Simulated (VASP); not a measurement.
BiTe, 4 atoms in the cell. Symmetry: Fm-3m, No. 225, cubic system. Conventional cell: a = 6.586 Å, b = 6.586 Å, c = 6.586 Å, α = 90.00°, β = 90.00°, γ = 90.00°. Bi (site symmetry m-3m) has 6 Te at 3.29 Å within 4.3 Å. Te (site symmetry m-3m) has 6 Bi at 3.29 Å within 4.3 Å.  This cell differs from its parent crystal: equal strain along all axes, cell held: +3.0 %.

| Property | Result |
| --- | --- |
| Program | VASP 6.6.1 |
| Task | single point |
| Functional | PBEsol |
| Potentials or basis | VASP PAW PBE potentials, release 64 (Bi_d, Te) |
| Cutoff | 520 eV |
| k mesh | 12 × 12 × 8 |
| Occupations | gaussian, width 0.1 eV |
| Spin | no spin polarisation |
| Dipole correction | no |
| Further INCAR settings | ALGO = Fast; EDIFF = 1e-07; NBANDS = 29 |

Potentials or basis: VASP PAW PBE potentials, release 64 (Bi_d, Te).

The run is started by

```sh
$ cat potpaw_PBE.64/Bi_d/POTCAR potpaw_PBE.64/Te/POTCAR > POTCAR
$ mpirun -np 1 vasp_std > vasp.out
```

Hardware: 1 thread of AMD EPYC 9755 128-Core Processor, on a shared host.

**Question.** How long does it take, and how much memory?

**Answer.** Run time: 14 min on 1 thread of AMD EPYC 9755 128-Core Processor (shared host), peak memory 0.56 GiB. Counts: scf iterations 14, k points 140.
